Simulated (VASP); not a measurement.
Set up this calculation in VASP 6.6.1, as the native input.

| Quantity | Value |
| --- | --- |
| Task | single point |
| Functional | HSE06 |
| Potentials or basis | VASP PAW PBE potentials, release 64 (Si, C) |
| Cutoff | 520 eV |
| k mesh | 6 × 6 × 2 |
| Occupations | gaussian, width 0.01 eV |
| Spin | no spin polarisation |
| Dipole correction | no |
| Grid for exact exchange (PRECFOCK) | Fast |
| Further INCAR settings | ALGO = Normal; EDIFF = 1e-06; NBANDS = 26 |
| Share of exact exchange | 0.25 |
| Screening parameter | 0.2079 1/Å |

SiC:

```
Si C
1.0
     2.98523    0.00000    0.00000
    -1.49261    2.58528    0.00000
     0.00000    0.00000   10.13439
Si C
4 4
Direct
  0.00000 0.00000 0.00086
  0.33333 0.66667 0.25086
  0.00000 0.00000 0.50086
  0.66667 0.33333 0.75086
  0.00000 0.00000 0.18638
  0.33333 0.66667 0.43689
  0.00000 0.00000 0.68638
  0.66667 0.33333 0.93689
```

This cell differs from its parent crystal: epitaxial xy strain -3.0%.

One way to write it, as run:

POSCAR

```
SiC
1.0
    2.9852283820      0.0000000000      0.0000000000
   -1.4926141910      2.5852836149      0.0000000000
    0.0000000000      0.0000000000     10.1343944590
Si C
4 4
Direct
    0.0000000000      0.0000000000      0.0008645021
    0.3333333333      0.6666666667      0.2508640425
    0.0000000000      0.0000000000      0.5008645021
    0.6666666667      0.3333333333      0.7508640425
    0.0000000000      0.0000000000      0.1863790325
    0.3333333333      0.6666666667      0.4368924229
    0.0000000000      0.0000000000      0.6863790325
    0.6666666667      0.3333333333      0.9368924229
```

INCAR.step1

```
SYSTEM = SiC
ALGO = Normal ; EDIFF = 1E-5
ENCUT = 520 ; GGA = PE
ISIF = 2 ; ISMEAR = 0
LASPH = .True. ; LCHARG = .False.
LREAL = .False. ; LWAVE = .True.
NBANDS = 26 ; NELM = 60
PREC = Accurate ; SIGMA = 0.01
```

INCAR.step2

```
SYSTEM = SiC
ALGO = Normal ; EDIFF = 1E-6
ENCUT = 520 ; GGA = PE
HFSCREEN = 0.2079 ; ISIF = 2
ISMEAR = 0 ; ISTART = 1
LASPH = .True. ; LCHARG = .False.
LHFCALC = .True. ; LREAL = .False.
LWAVE = .False. ; NBANDS = 26
NELM = 60 ; PREC = Accurate
PRECFOCK = Fast ; SIGMA = 0.01
```

KPOINTS

```
k-points
0
Gamma
  6 6 2
  0 0 0
```

Potentials or basis: VASP PAW PBE potentials, release 64 (Si, C).

The run is started by

```bash
$ cat potpaw_PBE.64/Si/POTCAR potpaw_PBE.64/C/POTCAR > POTCAR
$ cp INCAR.step1 INCAR
$ mpirun -np 1 vasp_std > vasp.out
$ cp INCAR.step2 INCAR
$ mpirun -np 1 vasp_std > vasp.out
```

It gave:

```json
{
  "Pressure": "12.6 GPa",
  "Band gap on the k mesh": "2.89 eV (least direct gap 4.26 eV)"
}
```

Caveat: the cell differs from its parent crystal (epitaxial xy strain -3.0%); the cell stands under pressure; the PAW data sets were made with another functional, which shifts forces and pressure a little.

Run time: 35 min on 1 thread of Intel(R) Xeon(R) Platinum 8259CL CPU @ 2.50GHz (Skylake/Cascade Lake), with other jobs on the host, peak memory 0.32 GiB.
